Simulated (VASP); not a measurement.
A run of VASP 6.6.1:

Contents of INCAR:

```
SYSTEM = Rb
PREC = Accurate
ENCUT = 520
EDIFF = 1E-7
ISMEAR = -1
SIGMA = 0.02
LREAL = .FALSE.
LASPH = .TRUE.
NELM = 100
ALGO = Normal
ISIF = 2
LWAVE = .FALSE.
LCHARG = .FALSE.
GGA = PE
NBANDS = 10
```

The input KPOINTS:

```
Automatic mesh
0
G
  4 4 4
  0 0 0
```

The input POSCAR:

```
Rb
1.0
   -2.8025000000      2.8025000000      2.8025000000
    2.8025000000     -2.8025000000      2.8025000000
    2.8025000000      2.8025000000     -2.8025000000
Rb
1
Direct
    0.0000000000      0.0000000000      0.0000000000
```

Potentials or basis: VASP PAW PBE potentials, release 64 (Rb_sv).

Run with:

```console
$ cat potpaw_PBE.64/Rb_sv/POTCAR > POTCAR
$ mpirun -np 1 vasp_std > vasp.out
```

Hardware: 1 thread of AMD EPYC 7R13 Processor (Zen 3), on a shared host.

How long does it take, and how much memory?

Run time: 11 s on 1 thread of AMD EPYC 7R13 Processor (Zen 3) (shared host), peak memory 0.16 GiB. Counts: scf iterations 11, k points 8.
